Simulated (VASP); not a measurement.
ZnTe2O3:

```
Zn Te O
1.0
     5.35949    0.00000    0.00000
    -2.67974    4.64145    0.00000
     0.00000    0.00000    4.20954
Zn Te O
1 2 3
Direct
  0.00000 0.00000 0.00000
  0.33333 0.66667 0.00000
  0.66667 0.33333 0.00000
  0.50000 0.00000 0.50000
  0.50000 0.50000 0.50000
  0.00000 0.50000 0.50000
```

The cell was built from a structure type or drawn by symmetry, and may not be a known phase.

| Property | Result |
| --- | --- |
| Program | VASP 6.6.1 |
| Task | relaxation of cell and atoms |
| Functional | PBE |
| Potentials or basis | VASP PAW PBE potentials, release 64 (Zn, Te, O) |
| Cutoff | 600 eV |
| k mesh | 6 × 6 × 4 |
| Occupations | gaussian, width 0.1 eV |
| Spin | no spin polarisation |

At the start: pressure -9.5 GPa; volume 17.45 Å³/atom.

**Question.** Where does the relaxation end?

**Answer.** Over 12 steps the energy falls by 532.7 meV/atom and the volume is 16.51 Å³/atom (-5.4 %); space group P6/mmm (No. 191, to 0.1 Å) before and after.

The path:
| step | energy change (eV) | largest force (eV/Å) | pressure (GPa) | volume (Å³) |
| --- | --- | --- | --- | --- |
| 1 | 0.0000 | 0.0000 | -9.52 | 104.72 |
| 2 | -2.7472 | 0.0000 | 1.33 | 88.93 |
| 3 | -2.8345 | 0.0000 | 5.03 | 86.92 |
| 4 | -2.8386 | 0.0000 | 6.22 | 86.35 |
| 5 | -3.0913 | 0.0000 | 3.04 | 91.74 |
| 6 | -3.1569 | 0.0000 | 1.52 | 95.21 |
| 7 | -3.1795 | 0.0000 | -1.44 | 102.13 |
| 8 | -3.1954 | 0.0000 | -0.45 | 99.64 |
| 9 | -3.1954 | 0.0000 | -0.18 | 99.03 |
| 10 | -3.1956 | 0.0000 | -0.29 | 99.28 |
| 11 | -3.1957 | 0.0000 | 0.32 | 98.89 |
| 12 | -3.1960 | 0.0000 | 0.02 | 99.08 |

Final structure:
```xyz
6
Lattice="5.9039 0.0000 0.0000 -2.9519 5.1129 0.0000 0.0000 0.0000 3.2823" Properties=species:S:1:pos:R:3 pbc="T T T"
Zn    0.0000    0.0000    0.0000
Te    0.0000    3.4086    0.0000
Te    2.9519    1.7043    0.0000
O     2.9519    0.0000    1.6411
O     1.4760    2.5565    1.6411
O    -1.4760    2.5565    1.6411
```

Caveat: the k points lie up to 0.48 Å⁻¹ apart in the final cell, too coarse for converged energies and pressures of a metal; a cell axis changed by over 15 % at a fixed basis, so the end point is rough.
